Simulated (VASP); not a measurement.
# BaTiO3 (Barioperovskite) (Amm2) in VASP: a series of runs

BaTiO3 (Barioperovskite) is run at these levels: LDA+U; tasks: single point.

Program: VASP 6.6.1. These are calculated values, not measurements. Logs are shortened: lines on timing, memory, paths and dates and some standing lists are left out, and cuts for length are marked.

**1. The cell of the first run**

The structure is orthorhombic, space group Amm2 (No. 38). The conventional cell has a = 4.051 Å, b = 5.767 Å, c = 5.784 Å, α = 90.00°, β = 90.00°, γ = 90.00°. Within 3.7 Å of Ba (site symmetry mm2) lie 12 O at 2.82 to 2.96 Å and 8 Ti at 3.47 to 3.59 Å. Within 2.6 Å of Ti (site symmetry mm2) lie 6 O at 1.96 to 2.13 Å. Within 2.7 Å of O (site symmetry mm2) lie 2 Ti at 2.03 Å. Within 2.6 Å of O (site symmetry m) lie 2 Ti at 1.96 to 2.13 Å.

**2. Single point, LDA+U**

Input file INCAR:

```
SYSTEM = BaTiO3
PREC = Accurate
ENCUT = 520
EDIFF = 1E-6
ISMEAR = 0
SIGMA = 0.01
LREAL = .FALSE.
LASPH = .TRUE.
NELM = 150
ALGO = Normal
ISIF = 2
LWAVE = .FALSE.
LCHARG = .TRUE.
LMAXMIX = 4
LDAU = .TRUE.
LDAUTYPE = 2
LDAUL = -1 2 -1
LDAUU = 0 2 0
LDAUJ = 0 0 0
LDAUPRINT = 1
GGA = CA
LELF = .TRUE.
LVHAR = .TRUE.
NBANDS = 28
```

Input file KPOINTS:

```
regular mesh
0
G
  5 5 5
  0 0 0
```

Input file POSCAR:

```
BaTiO3
1.0
    4.0508476801      0.0000000000      0.0000000000
    0.0000000000      2.8834148246      2.8918000946
    0.0000000000     -2.8834148246      2.8918000946
Ba Ti O
1 1 3
Direct
    0.0000000000      0.0000000000      0.0000000000
    0.5000000000      0.5124000000      0.5124000000
    0.0000000000      0.4874000000      0.4874000000
    0.5000000000      0.5052400000      0.9918400000
    0.5000000000      0.9918400000      0.5052400000
```

Potentials or basis: VASP PAW LDA potentials, release 64 (Ba_sv, Ti_sv, O).

Command:

```console
cat potpaw_LDA.64/Ba_sv/POTCAR potpaw_LDA.64/Ti_sv/POTCAR potpaw_LDA.64/O/POTCAR > POTCAR
mpirun -np 1 vasp_std > vasp.out
```

OUTCAR:

```text
SYSTEM = BaTiO3
   PREC = Accurate
   ENCUT = 520
   EDIFF = 1E-6
   ISMEAR = 0
   LREAL = .FALSE.
   LASPH = .TRUE.
   NELM = 150
   ISIF = 2
   GGA = CA

 ion  position               nearest neighbor table
   1  0.000  0.000  0.000-   3 2.82   4 2.86   5 2.86   4 2.86   5 2.86   3 2.88   3 2.88   4 2.89
                             5 2.89   5 2.89   4 2.89   3 2.96   2 3.47   2 3.47   2 3.52   2 3.52
   2  0.500  0.512  0.512-   4 1.96   5 1.96   3 2.03   3 2.03   5 2.13   4 2.13   1 3.47   1 3.47
                             1 3.52   1 3.52   1 3.52   1 3.52   1 3.59   1 3.59
   3  0.000  0.487  0.487-   2 2.03   2 2.03   1 2.82   1 2.88   1 2.88   1 2.96
   4  0.500  0.505  0.992-   2 1.96   2 2.13   1 2.86   1 2.86   1 2.89   1 2.89
   5  0.500  0.992  0.505-   2 1.96   2 2.13   1 2.86   1 2.86   1 2.89   1 2.89

  LATTYP: Found a base centered orthorhombic cell.
 ALAT       =     5.7668296492
 B/A-ratio  =     1.0029081039
 C/A-ratio  =     0.7024392823

  Lattice vectors:

 A1 = (   0.0000000000,   2.8834148246,  -2.8918000946)
 A2 = (   0.0000000000,   2.8834148246,   2.8918000946)
 A3 = (   4.0508476801,   0.0000000000,   0.0000000000)

Analysis of symmetry for initial positions (statically):
=====================================================================
 Subroutine PRICEL returns:
 Original cell was already a primitive cell.

 Routine SETGRP: Setting up the symmetry group for a
 base centered orthorhombic supercell.

 Subroutine GETGRP returns: Found  4 space group operations
 (whereof  4 operations were pure point group operations)
 out of a pool of  8 trial point group operations.

The static configuration has the point symmetry C_2v.

Analysis of symmetry for dynamics (positions and initial velocities):
=====================================================================
 Subroutine PRICEL returns:
 Original cell was already a primitive cell.

 Routine SETGRP: Setting up the symmetry group for a
 base centered orthorhombic supercell.

 Subroutine GETGRP returns: Found  4 space group operations
 (whereof  4 operations were pure point group operations)
 out of a pool of  8 trial point group operations.

The dynamic configuration has the point symmetry C_2v.

 Subroutine INISYM returns: Found  4 space group operations
 (whereof  4 operations are pure point group operations),
 and found     1 'primitive' translations

----------------------------------------------------------------------------------------

                                     Primitive cell

  volume of cell :      67.5540

  direct lattice vectors                    reciprocal lattice vectors
     4.050847680  0.000000000  0.000000000     0.246861911  0.000000000  0.000000000
     0.000000000  2.883414825  2.891800095     0.000000000  0.173405504  0.172902685
     0.000000000 -2.883414825  2.891800095     0.000000000 -0.173405504  0.172902685

  length of vectors
     4.050847680  4.083697937  4.083697937     0.246861911  0.244877127  0.244877127

  position of ions in fractional coordinates (direct lattice)
     0.000000000  0.000000000  0.000000000
     0.500000000  0.512400000  0.512400000
     0.000000000  0.487400000  0.487400000
     0.500000000  0.505240000  0.991840000
     0.500000000  0.991840000  0.505240000

  ion indices of the primitive-cell ions
   primitive index   ion index
                 1           1
                 2           2
                 3           3
                 4           4
                 5           5

----------------------------------------------------------------------------------------

 KPOINTS: regular mesh

Automatic generation of k-mesh.
 Grid dimensions read from file:
 generate k-points for:    5    5    5

 Generating k-lattice:

  Cartesian coordinates                     Fractional coordinates (reciprocal lattice)
     0.049372382  0.000000000  0.000000000     0.200000000  0.000000000  0.000000000
     0.000000000  0.034681101  0.034580537     0.000000000  0.200000000  0.000000000
     0.000000000 -0.034681101  0.034580537     0.000000000  0.000000000  0.200000000

  Length of vectors
     0.049372382  0.048975425  0.048975425

  Shift w.r.t. Gamma in fractional coordinates (k-lattice)
     0.000000000  0.000000000  0.000000000

 Subroutine IBZKPT returns following result:
 ===========================================

 Found     27 irreducible k-points:

 Following reciprocal coordinates:
            Coordinates               Weight
  0.000000  0.000000  0.000000      1.000000
  0.200000  0.000000  0.000000      2.000000
  0.400000  0.000000  0.000000      2.000000
  0.000000  0.200000  0.000000      4.000000
  0.200000  0.200000  0.000000      8.000000
  0.400000  0.200000  0.000000      8.000000
[... 16 lines left out ...]
  0.200000  0.400000  0.400000      4.000000
  0.400000  0.400000  0.400000      4.000000
 [... further k-points ...]
   k-points           NKPTS =     27   k-points in BZ     NKDIM =     27   number of bands    NBANDS=     28
   number of dos      NEDOS =    301   number of ions     NIONS =      5
   total plane-waves  NPLWV =  27000
   dimension x,y,z NGX =    30 NGY =   30 NGZ =   30
   dimension x,y,z NGXF=    60 NGYF=   60 NGZF=   60
   ions per type =               1   1   3
   NGX,Y,Z   is equivalent  to a cutoff of  12.31, 12.21, 12.21 a.u.
   NGXF,Y,Z  is equivalent  to a cutoff of  24.62, 24.43, 24.43 a.u.
 SYSTEM =  BaTiO3
   PREC   = accura    normal or accurate (medium, high low for compatibility)
   ISTART =      0    job   : 0-new  1-cont  2-samecut
   ICHARG =      2    charge: 1-file 2-atom 10-const
   ISPIN  =      1    spin polarized calculation?
   LNONCOLLINEAR =      F non collinear calculations
   LSORBIT =      F    spin-orbit coupling
   LASPH  =      T    aspherical Exc in radial PAW
   ENCUT  =  520.0 eV  38.22 Ry    6.18 a.u.   7.53  7.59  7.59*2*pi/ulx,y,z
   NELM   =    150;   NELMIN=  2; NELMDL= -5     # of ELM steps
   EDIFF  = 0.1E-05   stopping-criterion for ELM
   LREAL  =      F    real-space projection
   EDIFFG = 0.1E-04   stopping-criterion for IOM
   NSW    =      0    number of steps for IOM
   IBRION =     -1    ionic relax: 0-MD 1-quasi-New 2-CG
   NFREE  =      0    steps in history (QN), initial steepest desc. (CG)
   ISIF   =      2    stress and relaxation
   ISYM   =      2    0-nonsym 1-usesym 2-fastsym
   POTIM  = 0.5000    time-step for ionic-motion
   TEBEG  =    0.0;   TEEND  =   0.0 temperature during run
   PSTRESS=    0.0 pullay stress
   NELECT =      40.0000    total number of electrons
   NUPDOWN=      -1.0000    fix difference up-down
   EMIN   =  10.00;   EMAX   =-10.00  energy-range for DOS
   EFERMI =   0.00;   METHOD = LEGACY
   ISMEAR =     0;   SIGMA  =   0.01  broadening in eV -4-tet -1-fermi 0-gaus
   EFERMI_NEDOS =   21; number of points for ismear=-14 and -15
   IALGO  =     38    algorithm
   IMIX   =      4    mixing-type and parameters
     AMIX     =   0.40;   BMIX     =  1.00
     AMIX_MAG =   1.60;   BMIX_MAG =  1.00
  volume/ion in A,a.u.               =      13.51        91.18
  Fermi-wavevector in a.u.,A,eV,Ry     =   1.374710  2.597825 25.712662  1.889827
  Thomas-Fermi vector in A             =   2.500112
   LORBIT       =      0    0 simple, 1 ext, 2 COOP (PROOUT), +10 PAW based schemes
 LDA+U is selected, type is set to LDAUTYPE =  2
   angular momentum for each species LDAUL =    -1    2   -1
   U (eV)           for each species LDAUU =   0.0  2.0  0.0
   J (eV)           for each species LDAUJ =   0.0  0.0  0.0
   GGA     = CA    functional components
   LHFCALC =     F    Hartree Fock is set to
   AEXX    =    0.0000 exact exchange contribution
   IVDW    =     0    specifies the selected vdW correction
   LEPSILON=     F    determine dielectric tensor
   LRPA    =     F    only Hartree local field effects (RPA)
 non-spin polarized calculation
 Gauss-broadening in eV      SIGMA  =   0.01
  energy-cutoff  :      520.00
  volume of cell :       67.55
 maximum number of plane-waves:      1837
 NGX is ok and might be reduce to    30
   NGX = 15   NGY = 15   NGZ = 15

atom =   2  type =  2  l = 2

 onsite density matrix

spin component  1

  0.1169  0.0000  0.0000  0.0000  0.0000
  0.0000  0.2362  0.0000  0.0000  0.0000
  0.0000  0.0000  0.1448  0.0000 -0.0496
  0.0000  0.0000  0.0000  0.1183  0.0000
  0.0000  0.0000 -0.0496  0.0000  0.2061

spin component  2

  0.1169  0.0000  0.0000  0.0000  0.0000
  0.0000  0.2362  0.0000  0.0000  0.0000
  0.0000  0.0000  0.1448  0.0000 -0.0496
  0.0000  0.0000  0.0000  0.1183  0.0000
  0.0000  0.0000 -0.0496  0.0000  0.2061

 occupancies and eigenvectors

  o =  0.1169  v =  1.0000  0.0000  0.0000  0.0000  0.0000  0.0000  0.0000  0.0000  0.0000  0.0000      0.0000  0.0000  0.0000  0.0000  0.0000  0.0000  0.0000  0.0000  0.0000  0.0000
  o =  0.1169  v =  0.0000  0.0000  0.0000  0.0000  0.0000  1.0000  0.0000  0.0000  0.0000  0.0000      0.0000  0.0000  0.0000  0.0000  0.0000  0.0000  0.0000  0.0000  0.0000  0.0000
  o =  0.1171  v =  0.0000  0.0000 -0.8735  0.0000 -0.4868  0.0000  0.0000  0.0000  0.0000  0.0000      0.0000  0.0000  0.0000  0.0000  0.0000  0.0000  0.0000  0.0000  0.0000  0.0000
  o =  0.1171  v =  0.0000  0.0000  0.0000  0.0000  0.0000  0.0000  0.0000 -0.8735  0.0000 -0.4868      0.0000  0.0000  0.0000  0.0000  0.0000  0.0000  0.0000  0.0000  0.0000  0.0000
  o =  0.1183  v =  0.0000  0.0000  0.0000  1.0000  0.0000  0.0000  0.0000  0.0000  0.0000  0.0000      0.0000  0.0000  0.0000  0.0000  0.0000  0.0000  0.0000  0.0000  0.0000  0.0000
  o =  0.1183  v =  0.0000  0.0000  0.0000  0.0000  0.0000  0.0000  0.0000  0.0000  1.0000  0.0000      0.0000  0.0000  0.0000  0.0000  0.0000  0.0000  0.0000  0.0000  0.0000  0.0000
  o =  0.2338  v =  0.0000  0.0000  0.0000  0.0000  0.0000  0.0000  0.0000 -0.4868  0.0000  0.8735      0.0000  0.0000  0.0000  0.0000  0.0000  0.0000  0.0000  0.0000  0.0000  0.0000
  o =  0.2338  v =  0.0000  0.0000 -0.4868  0.0000  0.8735  0.0000  0.0000  0.0000  0.0000  0.0000      0.0000  0.0000  0.0000  0.0000  0.0000  0.0000  0.0000  0.0000  0.0000  0.0000
  o =  0.2362  v =  0.0000  0.0000  0.0000  0.0000  0.0000  0.0000  1.0000  0.0000  0.0000  0.0000      0.0000  0.0000  0.0000  0.0000  0.0000  0.0000  0.0000  0.0000  0.0000  0.0000
  o =  0.2362  v =  0.0000  1.0000  0.0000  0.0000  0.0000  0.0000  0.0000  0.0000  0.0000  0.0000      0.0000  0.0000  0.0000  0.0000  0.0000  0.0000  0.0000  0.0000  0.0000  0.0000

 number of electron      39.9999997 magnetization

 Free energy of the ion-electron system (eV)
  ---------------------------------------------------
  ext. energy  EPLUGINS =         0.00000000
  ---------------------------------------------------
  free energy    TOTEN  =       -42.52943487 eV

  energy without entropy =      -42.52943487  energy(sigma->0) =      -42.52943487

 E-fermi :   3.2619     XC(G=0): -11.4716

 val. band max:        3.0689075221   @ k =   0.4000   0.4000   0.4000
 cond. band min:       5.0586731439   @ k =   0.0000   0.0000   0.0000
 fundamental gap:      1.9897656218
 Fermi energy:         3.2619376156

 k-point     1 :       0.0000    0.0000    0.0000
  band No.  band energies     occupation
      1     -53.3849      2.00000
      2     -29.9625      2.00000
      3     -29.9623      2.00000
      4     -29.9485      2.00000
      5     -21.5997      2.00000
      6     -13.2952      2.00000
[... 20 lines left out ...]
     27       8.0513      0.00000
     28       9.7716      0.00000

 k-point     2 :       0.2000    0.0000    0.0000
  band No.  band energies     occupation
      1     -53.3846      2.00000
      2     -29.9628      2.00000
      3     -29.9620      2.00000
      4     -29.9614      2.00000
      5     -21.5667      2.00000
      6     -13.3127      2.00000
[... 20 lines left out ...]
     27       8.7205      0.00000
     28      10.6981      0.00000

 k-point     3 :       0.4000    0.0000    0.0000
  band No.  band energies     occupation
      1     -53.3841      2.00000
      2     -29.9851      2.00000
      3     -29.9611      2.00000
      4     -29.9608      2.00000
      5     -21.5122      2.00000
      6     -13.4281      2.00000
[... 616 lines left out ...]
      3     -29.9933      2.00000
      4     -29.9594      2.00000
      5     -21.4380      2.00000
      6     -12.8603      2.00000
[... 20 lines left out ...]
     27      11.0308      0.00000
     28      11.3193      0.00000

 k-point    24 :       0.4000    0.4000    0.4000
  band No.  band energies     occupation
      1     -53.3828      2.00000
      2     -29.9923      2.00000
      3     -29.9922      2.00000
      4     -29.9814      2.00000
      5     -21.4043      2.00000
      6     -12.5899      2.00000
[... 20 lines left out ...]
     27      10.3886      0.00000
     28      10.4178      0.00000

 [... further k-points ...]

------------------------ aborting loop because EDIFF is reached ----------------------------------------

  FORCE on cell =-STRESS in cart. coord.  units (eV):
  Direction    XX          YY          ZZ          XY          YZ          ZX
  --------------------------------------------------------------------------------------
  -------------------------------------------------------------------------------------
  Total       -5.1399455     -5.0516539     -5.2973459      0.0000000      0.0000000      0.0000000
  in kB     -121.9039551   -119.8099455   -125.6370152      0.0000000      0.0000000      0.0000000
  external PRESSURE =    -122.4503053 kB  Pullay stress =       0.0000000 kB

 VOLUME and BASIS-vectors are now :
 -----------------------------------------------------------------------------
  energy-cutoff  :      520.00
  volume of cell :       67.55
      direct lattice vectors                 reciprocal lattice vectors
     4.050847680  0.000000000  0.000000000     0.246861911  0.000000000  0.000000000
     0.000000000  2.883414825  2.891800095     0.000000000  0.173405504  0.172902685
     0.000000000 -2.883414825  2.891800095     0.000000000 -0.173405504  0.172902685

 POSITION                                       TOTAL-FORCE (eV/Angst)
 -----------------------------------------------------------------------------------
      0.00000      0.00000      0.00000         0.000000      0.000000      0.160277
      2.02542      0.00000      2.96352         0.000000      0.000000      0.176420
      0.00000      0.00000      2.81893         0.000000      0.000000      0.249077
      2.02542     -1.40307      4.32926         0.000000      0.083929     -0.292887
      2.02542      1.40307      4.32926         0.000000     -0.083929     -0.292887
 -----------------------------------------------------------------------------------
    total drift:                                0.000000      0.000001      0.001114

  FREE ENERGIE OF THE ION-ELECTRON SYSTEM (eV)
  ---------------------------------------------------
  free  energy   TOTEN  =       -42.5294348724 eV

  energy  without entropy=      -42.5294348724  energy(sigma->0) =      -42.52943487
```

Wall time 18 s (1 thread of Intel Xeon 6975P-C (Granite Rapids), shared host); peak memory 0.18 GiB.

What came out:

- Free energy: -42.5294 eV
- Pressure: -12.2 GPa
- Largest force: 0.305 eV/Å
- Band gap on the k mesh: 1.99 eV, indirect (least direct gap 2.13 eV)

Forces on the atoms (eV/Å):
```
Ba   0.000  0.000  0.160
Ti   0.000  0.000  0.176
O    0.000  0.000  0.249
O    0.000  0.084 -0.293
O    0.000 -0.084 -0.293
```

Eigenvalues of the final occupation matrices:
```csv
site,spin,trace,eigenvalues
site 2 d,1,0.82,0.12 0.12 0.12 0.23 0.24
site 2 d,2,0.82,0.12 0.12 0.12 0.23 0.24
```

Caveat: spin-orbit coupling is left out, which moves the levels of the heavy elements.

**3. Single point, LDA+U**

This run uses another cell than the first one, of 13.83 Å³/atom, 1.024 times its volume.

Input file INCAR:

```
SYSTEM = BaTiO3
PREC = Accurate ; ENCUT = 520
EDIFF = 1E-7 ; ISMEAR = 0
SIGMA = 0.01 ; LREAL = .False.
LASPH = .True. ; NELM = 150
ALGO = Normal ; ISIF = 2
LWAVE = .False. ; LCHARG = .False.
LMAXMIX = 4 ; LDAU = .True.
LDAUTYPE = 2 ; LDAUL = -1 2 -1
LDAUU = 0 2 0 ; LDAUJ = 0 0 0
LDAUPRINT = 1 ; GGA = CA
NBANDS = 28
```

Input file KPOINTS:

```
Automatic mesh
0
Gamma
  5 5 5
  0 0 0
```

Edit POSCAR of step 2 so:

```diff
@@ -2,5 +2,5 @@
 1.0
-    4.0508476801      0.0000000000      0.0000000000
-    0.0000000000      2.8834148246      2.8918000946
-    0.0000000000     -2.8834148246      2.8918000946
+    4.0827454318      0.0000000000      0.0000000000
+    0.0000000000      2.9061198132      2.9145711116
+    0.0000000000     -2.9061198132      2.9145711116
 Ba Ti O
```

Potentials or basis: VASP PAW LDA potentials, release 64 (Ba_sv, Ti_sv, O).

Command:

```console
cat potpaw_LDA.64/Ba_sv/POTCAR potpaw_LDA.64/Ti_sv/POTCAR potpaw_LDA.64/O/POTCAR > POTCAR
mpirun -np 1 vasp_std > vasp.out
```

Wall time 20 s (1 thread of Intel Xeon 6975P-C (Granite Rapids), shared host); peak memory 0.18 GiB.

The run converged. Its results:

```yaml
Free_energy: -42.3932 eV
Pressure: -15.2 GPa
Largest_force: 0.387 eV/Å
Band_gap_on_the_k_mesh: 1.94 eV, indirect (least direct gap 2.09 eV)
```

Forces on the atoms (eV/Å):
```
Ba   0.000  0.000  0.157
Ti   0.000  0.000  0.293
O    0.000  0.000  0.255
O    0.000  0.161 -0.352
O    0.000 -0.161 -0.352
```

Stress tensor (GPa, compression positive):
```
-15.12   0.00   0.00
  0.00 -14.91   0.00
  0.00   0.00 -15.46
```

Levels at points of the mesh, in eV from the valence-band top:
| k point | band 16 | band 17 | band 18 | band 19 | band 20 | band 21 | band 22 | band 23 | band 24 | band 25 |
| --- | --- | --- | --- | --- | --- | --- | --- | --- | --- | --- |
| (0.00, 0.00, 0.00) | -0.94 | -0.89 | -0.28 | -0.20 | -0.16 | 1.94 | 1.99 | 2.11 | 3.70 | 3.74 |

Eigenvalues of the final occupation matrices:
| site | spin | trace | eigenvalues |
| --- | --- | --- | --- |
| site 2 d | 1 | 0.81 | 0.12 0.12 0.12 0.23 0.23 |
| site 2 d | 2 | 0.81 | 0.12 0.12 0.12 0.23 0.23 |

Caveat: spin-orbit coupling is left out, which moves the levels of the heavy elements. A k mesh can miss the band edges.

(Part 1 of 2 ends here.)
